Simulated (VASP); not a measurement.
**Ba: single point with LDA**

Crystal: Ba.

```
Ba
1.0
    -1.96750    1.96750    5.70350
     1.96750   -1.96750    5.70350
     1.96750    1.96750   -5.70350
Ba
1
Cartesian
  0.0000 0.0000 0.0000
```

| Property | Result |
| --- | --- |
| Program | VASP 6.6.1 |
| Task | single point |
| Functional | LDA |
| Potentials or basis | VASP PAW LDA potentials, release 64 (Ba_sv) |
| Cutoff | 520 eV |
| k mesh | 8 × 8 × 8 |
| Occupations | gaussian, width 0.1 eV |
| Spin | no spin polarisation |

| Quantity | Value |
| --- | --- |
| Pressure | -0.8 GPa |
| Band gap on the k mesh | zero (bands 5 and 6 overlap by 0.16 eV) |

Stress tensor (GPa, compression positive):
```
 0.13  0.00  0.00
 0.00  0.13  0.00
 0.00  0.00 -2.53
```

Levels at points of the mesh, in eV from the Fermi level:
| k point | band 3 | band 4 | band 5 | band 6 | band 7 | band 8 |
| --- | --- | --- | --- | --- | --- | --- |
| (0.00, 0.00, 0.00) | -14.13 | -14.13 | -2.28 | 0.00 | 0.09 | 3.09 |
| (0.50, 0.00, 0.00) | -14.51 | -14.06 | -0.35 | 0.12 | 1.27 | 1.82 |
| (0.50, 0.50, 0.00) | -14.76 | -14.43 | -0.82 | 0.71 | 1.27 | 2.43 |
| (0.50, 0.50, 0.50) | -14.13 | -14.13 | -1.70 | -0.08 | -0.04 | 1.90 |

Wall time 2.1 min on 1 thread of Intel Xeon 8259CL, with other jobs on the host, peak memory 0.27 GiB.

Caveat: spin-orbit coupling is left out, which moves the levels of the heavy elements.
